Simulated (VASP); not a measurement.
# Be (Im-3m) in VASP: notebook

The runs below take Be through single point, relaxation of cell and atoms, with RPBE.

All numbers are computed with VASP 6.6.1; they aren't measurements. Logs are shortened: lines on timing, memory, paths and dates and some standing lists are left out, and cuts for length are marked.

## (1) The cell of the first run

The structure is cubic, space group Im-3m (No. 229). The conventional cell has a = 2.589 Å, b = 2.589 Å, c = 2.589 Å, α = 90.00°, β = 90.00°, γ = 90.00°. Within 3.0 Å of Be (site symmetry m-3m) lie 14 Be at 2.24 to 2.59 Å.

## (2) Single point, RPBE (volume scaled by 1.08)

INCAR reads:

```
ALGO = Normal ; EDIFF = 1E-7
ENCUT = 520 ; GGA = RP
ISIF = 2 ; ISMEAR = -1
LASPH = T ; LCHARG = F
LREAL = F ; LWAVE = F
NBANDS = 7 ; NELM = 80
PREC = Accurate ; SIGMA = 0.1
```

KPOINTS reads:

```
k-points
0
Gamma
  20 20 20
```

POSCAR reads:

```
Be
1.0
   -1.2945635660      1.2945635660      1.2945635660
    1.2945635660     -1.2945635660      1.2945635660
    1.2945635660      1.2945635660     -1.2945635660
Be
1
Direct
    0.0000000000      0.0000000000      0.0000000000
```

Potentials or basis: VASP PAW PBE potentials, release 64 (Be).

The run is started by

```sh
> cat potpaw_PBE.64/Be/POTCAR > POTCAR
> mpirun -np 1 vasp_std > vasp.out
```

OUTCAR:

```text
EDIFF = 1E-7
   ENCUT = 520
   GGA = RP
   ISIF = 2
   ISMEAR = -1
   LASPH = T
   LREAL = F
   NELM = 80
   PREC = Accurate

 ion  position               nearest neighbor table
   1  0.000  0.000  0.000-

  LATTYP: Found a body centered cubic cell.
 ALAT       =     2.5891271320

  Lattice vectors:

 A1 = (  -1.2945635660,   1.2945635660,   1.2945635660)
 A2 = (   1.2945635660,  -1.2945635660,   1.2945635660)
 A3 = (   1.2945635660,   1.2945635660,  -1.2945635660)

Analysis of symmetry for initial positions (statically):
=====================================================================
 Subroutine PRICEL returns:
 Original cell was already a primitive cell.

 Routine SETGRP: Setting up the symmetry group for a
 body centered cubic supercell.

 Subroutine GETGRP returns: Found 48 space group operations
 (whereof 48 operations were pure point group operations)
 out of a pool of 48 trial point group operations.

The static configuration has the point symmetry O_h .

Analysis of symmetry for dynamics (positions and initial velocities):
=====================================================================
 Subroutine PRICEL returns:
 Original cell was already a primitive cell.

 Routine SETGRP: Setting up the symmetry group for a
 body centered cubic supercell.

 Subroutine GETGRP returns: Found 48 space group operations
 (whereof 48 operations were pure point group operations)
 out of a pool of 48 trial point group operations.

The dynamic configuration has the point symmetry O_h .

 Subroutine INISYM returns: Found 48 space group operations
 (whereof 48 operations are pure point group operations),
 and found     1 'primitive' translations

----------------------------------------------------------------------------------------

                                     Primitive cell

  volume of cell :       8.6782

  direct lattice vectors                    reciprocal lattice vectors
    -1.294563566  1.294563566  1.294563566     0.000000000  0.386230551  0.386230551
     1.294563566 -1.294563566  1.294563566     0.386230551  0.000000000  0.386230551
     1.294563566  1.294563566 -1.294563566     0.386230551  0.386230551  0.000000000

  length of vectors
     2.242249870  2.242249870  2.242249870     0.546212484  0.546212484  0.546212484

  position of ions in fractional coordinates (direct lattice)
     0.000000000  0.000000000  0.000000000

  ion indices of the primitive-cell ions
   primitive index   ion index
                 1           1

----------------------------------------------------------------------------------------

 KPOINTS: k-points

Automatic generation of k-mesh.
 Grid dimensions read from file:
 generate k-points for:   20   20   20

 Generating k-lattice:

  Cartesian coordinates                     Fractional coordinates (reciprocal lattice)
     0.000000000  0.019311528  0.019311528     0.050000000  0.000000000  0.000000000
     0.019311528  0.000000000  0.019311528     0.000000000  0.050000000  0.000000000
     0.019311528  0.019311528  0.000000000     0.000000000  0.000000000  0.050000000

  Length of vectors
     0.027310624  0.027310624  0.027310624

  Shift w.r.t. Gamma in fractional coordinates (k-lattice)
     0.000000000  0.000000000  0.000000000

 Subroutine IBZKPT returns following result:
 ===========================================

 Found    256 irreducible k-points:

 Following reciprocal coordinates:
            Coordinates               Weight
  0.000000  0.000000  0.000000      1.000000
  0.050000  0.000000  0.000000     12.000000
  0.100000  0.000000  0.000000     12.000000
  0.150000  0.000000  0.000000     12.000000
  0.200000  0.000000  0.000000     12.000000
  0.250000  0.000000  0.000000     12.000000
[... 16 lines left out ...]
  0.200000  0.100000  0.000000     48.000000
  0.250000  0.100000  0.000000     48.000000
 [... further k-points ...]
   k-points           NKPTS =    256   k-points in BZ     NKDIM =    256   number of bands    NBANDS=      7
   number of dos      NEDOS =    301   number of ions     NIONS =      1
   total plane-waves  NPLWV =   5832
   dimension x,y,z NGX =    18 NGY =   18 NGZ =   18
   dimension x,y,z NGXF=    36 NGYF=   36 NGZF=   36
   ions per type =               1
   NGX,Y,Z   is equivalent  to a cutoff of  13.35, 13.35, 13.35 a.u.
   NGXF,Y,Z  is equivalent  to a cutoff of  26.69, 26.69, 26.69 a.u.
 SYSTEM =  unknown system
   PREC   = accura    normal or accurate (medium, high low for compatibility)
   ISTART =      0    job   : 0-new  1-cont  2-samecut
   ICHARG =      2    charge: 1-file 2-atom 10-const
   ISPIN  =      1    spin polarized calculation?
   LNONCOLLINEAR =      F non collinear calculations
   LSORBIT =      F    spin-orbit coupling
   LASPH  =      T    aspherical Exc in radial PAW
   ENCUT  =  520.0 eV  38.22 Ry    6.18 a.u.   4.17  4.17  4.17*2*pi/ulx,y,z
   NELM   =     80;   NELMIN=  2; NELMDL= -5     # of ELM steps
   EDIFF  = 0.1E-06   stopping-criterion for ELM
   LREAL  =      F    real-space projection
   EDIFFG = 0.1E-05   stopping-criterion for IOM
   NSW    =      0    number of steps for IOM
   IBRION =     -1    ionic relax: 0-MD 1-quasi-New 2-CG
   NFREE  =      0    steps in history (QN), initial steepest desc. (CG)
   ISIF   =      2    stress and relaxation
   ISYM   =      2    0-nonsym 1-usesym 2-fastsym
   POTIM  = 0.5000    time-step for ionic-motion
   TEBEG  =    0.0;   TEEND  =   0.0 temperature during run
   PSTRESS=    0.0 pullay stress
   NELECT =       2.0000    total number of electrons
   NUPDOWN=      -1.0000    fix difference up-down
   EMIN   =  10.00;   EMAX   =-10.00  energy-range for DOS
   EFERMI =   0.00;   METHOD = LEGACY
   ISMEAR =    -1;   SIGMA  =   0.10  broadening in eV -4-tet -1-fermi 0-gaus
   EFERMI_NEDOS =   21; number of points for ismear=-14 and -15
   IALGO  =     38    algorithm
   IMIX   =      4    mixing-type and parameters
     AMIX     =   0.40;   BMIX     =  1.00
     AMIX_MAG =   1.60;   BMIX_MAG =  1.00
  volume/ion in A,a.u.               =       8.68        58.56
  Fermi-wavevector in a.u.,A,eV,Ry     =   1.003710  1.896736 13.706960  1.007433
  Thomas-Fermi vector in A             =   2.136279
   LORBIT       =      0    0 simple, 1 ext, 2 COOP (PROOUT), +10 PAW based schemes
   GGA     = RP    functional components
   LHFCALC =     F    Hartree Fock is set to
   AEXX    =    0.0000 exact exchange contribution
   IVDW    =     0    specifies the selected vdW correction
   LEPSILON=     F    determine dielectric tensor
   LRPA    =     F    only Hartree local field effects (RPA)
 non-spin polarized calculation
  energy-cutoff  :      520.00
  volume of cell :        8.68
 maximum number of plane-waves:       243
 NGX is ok and might be reduce to    18
   NGX =  9   NGY =  9   NGZ =  9

 number of electron       2.0000000 magnetization

 Free energy of the ion-electron system (eV)
  ---------------------------------------------------
  ext. energy  EPLUGINS =         0.00000000
  ---------------------------------------------------
  free energy    TOTEN  =        -3.39890272 eV

  energy without entropy =       -3.39292805  energy(sigma->0) =       -3.39591538

 E-fermi :   7.1545     XC(G=0): -10.3115

 val. band max:        7.1183543223   @ k =   0.3500   0.2500   0.0500
 cond. band min:       7.1823179056   @ k =  -0.4000  -0.4000   0.1500
 fundamental gap:      0.0639635833
 Fermi energy:         7.1545079130

 k-point     1 :       0.0000    0.0000    0.0000
  band No.  band energies     occupation
      1      -4.5125      2.00000
      2      25.2489      0.00000
      3      25.2489      0.00000
      4      25.2489      0.00000
      5      35.9367      0.00000
      6      35.9367      0.00000
      7      35.9367      0.00000

 k-point     2 :       0.0500    0.0000    0.0000
  band No.  band energies     occupation
      1      -4.4274      2.00000
      2      24.8395      0.00000
      3      24.9174      0.00000
      4      25.1545      0.00000
      5      34.8487      0.00000
      6      34.9276      0.00000
      7      36.4836      0.00000

 k-point     3 :       0.1000    0.0000    0.0000
  band No.  band energies     occupation
      1      -4.1721      2.00000
      2      23.5871      0.00000
      3      24.0884      0.00000
      4      24.8780      0.00000
      5      32.9353      0.00000
      6      33.2761      0.00000
      7      36.6008      0.00000

 k-point     4 :       0.1500    0.0000    0.0000
  band No.  band energies     occupation
      1      -3.7468      2.00000
      2      21.5877      0.00000
      3      23.0471      0.00000
      4      24.4454      0.00000
      5      31.6905      0.00000
      6      31.6906      0.00000
      7      36.2026      0.00000

 k-point     5 :       0.2000    0.0000    0.0000
  band No.  band energies     occupation
      1      -3.1520      2.00000
      2      19.1549      0.00000
      3      21.9888      0.00000
      4      23.9081      0.00000
      5      30.2815      0.00000
      6      31.0682      0.00000
      7      36.2434      0.00000
[... 161 lines left out ...]
 k-point    22 :       0.1500    0.1000    0.0000
  band No.  band energies     occupation
      1      -2.8959      2.00000
      2      19.2294      0.00000
      3      20.5131      0.00000
      4      22.8967      0.00000
      5      30.9988      0.00000
      6      31.3463      0.00000
      7      36.3866      0.00000

 k-point    23 :       0.2000    0.1000    0.0000
  band No.  band energies     occupation
      1      -2.1328      2.00000
      2      16.6992      0.00000
      3      19.5831      0.00000
      4      22.1556      0.00000
      5      30.7670      0.00000
      6      30.9661      0.00000
      7      36.8485      0.00000

 k-point    24 :       0.2500    0.1000    0.0000
  band No.  band energies     occupation
      1      -1.2081      2.00000
      2      14.2028      0.00000
      3      18.7919      0.00000
      4      21.4827      0.00000
      5      30.2221      0.00000
      6      31.1042      0.00000
      7      37.5480      0.00000

 [... further k-points ...]
[... 5 lines left out ...]
  --------------------------------------------------------------------------------------
  -------------------------------------------------------------------------------------
  Total       -0.4314517     -0.4314517     -0.4314517      0.0000000     -0.0000000      0.0000000
  in kB      -79.6549308    -79.6549308    -79.6549308      0.0000000     -0.0000000      0.0000000
  external PRESSURE =     -79.6549308 kB  Pullay stress =       0.0000000 kB

 VOLUME and BASIS-vectors are now :
 -----------------------------------------------------------------------------
  energy-cutoff  :      520.00
  volume of cell :        8.68
      direct lattice vectors                 reciprocal lattice vectors
    -1.294563566  1.294563566  1.294563566     0.000000000  0.386230551  0.386230551
     1.294563566 -1.294563566  1.294563566     0.386230551  0.000000000  0.386230551
     1.294563566  1.294563566 -1.294563566     0.386230551  0.386230551  0.000000000

 POSITION                                       TOTAL-FORCE (eV/Angst)
 -----------------------------------------------------------------------------------
      0.00000      0.00000      0.00000        -0.000000      0.000000      0.000000
 -----------------------------------------------------------------------------------
    total drift:                                0.000000     -0.000000      0.000000

  FREE ENERGIE OF THE ION-ELECTRON SYSTEM (eV)
  ---------------------------------------------------
  free  energy   TOTEN  =        -3.3989027172 eV

  energy  without entropy=       -3.3929280468  energy(sigma->0) =       -3.39591538
```

Wall time 5 s (1 thread of Intel Xeon 6975P-C (Granite Rapids), shared host); peak memory 0.12 GiB.

What came out:

```
Free energy            : -3.3989 eV
Pressure               : -8.0 GPa
Band gap on the k mesh : zero (band 1 reaches 10.93 eV, above the bottom of band 2 at 6.03 eV)
```

Caveat: the PAW data sets were made with another functional, which shifts forces and pressure a little.

## (3) Single point, RPBE (volume scaled by 1.12)

INCAR reads:

```
SYSTEM = Be
PREC = Accurate
ENCUT = 520
EDIFF = 1E-6
ISMEAR = -1
SIGMA = 0.1
LREAL = .FALSE.
LASPH = .TRUE.
NELM = 60
ALGO = Normal
ISIF = 2
LWAVE = .FALSE.
LCHARG = .TRUE.
GGA = RP
LELF = .TRUE.
LVHAR = .TRUE.
NBANDS = 7
```

KPOINTS reads:

```
regular mesh
0
G
  20 20 20
  0 0 0
```

POSCAR reads:

```
Be
1.0
   -1.3103524827      1.3103524827      1.3103524827
    1.3103524827     -1.3103524827      1.3103524827
    1.3103524827      1.3103524827     -1.3103524827
Be
1
Direct
    0.0000000000      0.0000000000      0.0000000000
```

Potentials or basis: VASP PAW PBE potentials, release 64 (Be).

The run is started by

```sh
> cat potpaw_PBE.64/Be/POTCAR > POTCAR
> mpirun -np 1 vasp_std > vasp.out
```

OUTCAR:

```text
SYSTEM = Be
   PREC = Accurate
   ENCUT = 520
   EDIFF = 1E-6
   ISMEAR = -1
   LREAL = .FALSE.
   LASPH = .TRUE.
   NELM = 60
   ISIF = 2
   GGA = RP

 ion  position               nearest neighbor table
   1  0.000  0.000  0.000-

  LATTYP: Found a body centered cubic cell.
 ALAT       =     2.6207049654

  Lattice vectors:

 A1 = (  -1.3103524827,   1.3103524827,   1.3103524827)
 A2 = (   1.3103524827,  -1.3103524827,   1.3103524827)
 A3 = (   1.3103524827,   1.3103524827,  -1.3103524827)

Analysis of symmetry for initial positions (statically):
=====================================================================
 Subroutine PRICEL returns:
 Original cell was already a primitive cell.

 Routine SETGRP: Setting up the symmetry group for a
 body centered cubic supercell.

 Subroutine GETGRP returns: Found 48 space group operations
 (whereof 48 operations were pure point group operations)
 out of a pool of 48 trial point group operations.

The static configuration has the point symmetry O_h .

Analysis of symmetry for dynamics (positions and initial velocities):
=====================================================================
 Subroutine PRICEL returns:
 Original cell was already a primitive cell.

 Routine SETGRP: Setting up the symmetry group for a
 body centered cubic supercell.

 Subroutine GETGRP returns: Found 48 space group operations
 (whereof 48 operations were pure point group operations)
 out of a pool of 48 trial point group operations.

The dynamic configuration has the point symmetry O_h .

 Subroutine INISYM returns: Found 48 space group operations
 (whereof 48 operations are pure point group operations),
 and found     1 'primitive' translations

----------------------------------------------------------------------------------------

                                     Primitive cell
[... 107 lines left out ...]
   IMIX   =      4    mixing-type and parameters
     AMIX     =   0.40;   BMIX     =  1.00
     AMIX_MAG =   1.60;   BMIX_MAG =  1.00
  volume/ion in A,a.u.               =       9.00        60.73
  Fermi-wavevector in a.u.,A,eV,Ry     =   0.991616  1.873882 13.378630  0.983302
  Thomas-Fermi vector in A             =   2.123370
   LORBIT       =      0    0 simple, 1 ext, 2 COOP (PROOUT), +10 PAW based schemes
   GGA     = RP    functional components
   LHFCALC =     F    Hartree Fock is set to
   AEXX    =    0.0000 exact exchange contribution
   IVDW    =     0    specifies the selected vdW correction
   LEPSILON=     F    determine dielectric tensor
   LRPA    =     F    only Hartree local field effects (RPA)
 non-spin polarized calculation
  energy-cutoff  :      520.00
  volume of cell :        9.00
 maximum number of plane-waves:       250
 NGX is ok and might be reduce to    18
   NGX =  9   NGY =  9   NGZ =  9

 number of electron       2.0000000 magnetization

 Free energy of the ion-electron system (eV)
  ---------------------------------------------------
  ext. energy  EPLUGINS =         0.00000000
  ---------------------------------------------------
  free energy    TOTEN  =        -3.37983400 eV

  energy without entropy =       -3.37311845  energy(sigma->0) =       -3.37647623

 E-fermi :   6.8376     XC(G=0): -10.1960

 val. band max:        6.8222377707   @ k =   0.3500   0.2500   0.0500
 cond. band min:       6.8740021155   @ k =   0.5000   0.0000   0.0000
 fundamental gap:      0.0517643448
 Fermi energy:         6.8375690535

 k-point     1 :       0.0000    0.0000    0.0000
  band No.  band energies     occupation
      1      -4.5923      2.00000
      2      24.4192      0.00000
      3      24.4192      0.00000
      4      24.4192      0.00000
      5      34.9824      0.00000
      6      34.9824      0.00000
      7      34.9824      0.00000
[... 221 lines left out ...]
 k-point    24 :       0.2500    0.1000    0.0000
  band No.  band energies     occupation
      1      -1.3381      2.00000
      2      13.7037      0.00000
      3      18.1556      0.00000
      4      20.8009      0.00000
      5      29.3713      0.00000
      6      30.2110      0.00000
      7      36.5305      0.00000

 [... further k-points ...]

------------------------ aborting loop because EDIFF is reached ----------------------------------------

  FORCE on cell =-STRESS in cart. coord.  units (eV):
  Direction    XX          YY          ZZ          XY          YZ          ZX
  --------------------------------------------------------------------------------------
  -------------------------------------------------------------------------------------
  Total       -0.6151860     -0.6151860     -0.6151860     -0.0000000     -0.0000000      0.0000000
  in kB     -109.5197975   -109.5197975   -109.5197975     -0.0000000     -0.0000000      0.0000000
  external PRESSURE =    -109.5197975 kB  Pullay stress =       0.0000000 kB

 VOLUME and BASIS-vectors are now :
 -----------------------------------------------------------------------------
  energy-cutoff  :      520.00
  volume of cell :        9.00
      direct lattice vectors                 reciprocal lattice vectors
    -1.310352483  1.310352483  1.310352483     0.000000000  0.381576718  0.381576718
     1.310352483 -1.310352483  1.310352483     0.381576718  0.000000000  0.381576718
     1.310352483  1.310352483 -1.310352483     0.381576718  0.381576718  0.000000000

 POSITION                                       TOTAL-FORCE (eV/Angst)
 -----------------------------------------------------------------------------------
      0.00000      0.00000      0.00000         0.000000      0.000000      0.000000
 -----------------------------------------------------------------------------------
    total drift:                               -0.000000     -0.000000      0.000000

  FREE ENERGIE OF THE ION-ELECTRON SYSTEM (eV)
  ---------------------------------------------------
  free  energy   TOTEN  =        -3.3798340022 eV

  energy  without entropy=       -3.3731184546  energy(sigma->0) =       -3.37647623
```

stdout:

```text
POSCAR found type information on POSCAR Be
 POSCAR found :  1 types and       1 ions
 scaLAPACK will be used
 -----------------------------------------------------------------------------
|                                                                             |
|                                                                             |
|     You enforced a specific xc type in the INCAR file but a different       |
|     I HOPE YOU KNOW WHAT YOU ARE DOING!                                     |
|                                                                             |
 -----------------------------------------------------------------------------

 LDA part: xc-table for (Slater+PW92), standard interpolation
 POSCAR, INCAR and KPOINTS ok, starting setup
 FFT: planning ... GRIDC
 FFT: planning ... GRID_SOFT
 FFT: planning ... GRID
 WAVECAR not read
 entering main loop
```

Run time: 5.1 s. Hardware: 1 thread of Intel Xeon 6975P-C (Granite Rapids), shared host; peak memory 0.12 GiB.

Results:

```yaml
Free_energy: -3.3798 eV
Pressure: -11.0 GPa
Band_gap_on_the_k_mesh: zero (band 1 reaches 10.53 eV, above the bottom of band 2 at 5.78 eV)
```

Caveat: the PAW data sets were made with another functional, which shifts forces and pressure a little.

(Continued in part 2 of 2.)
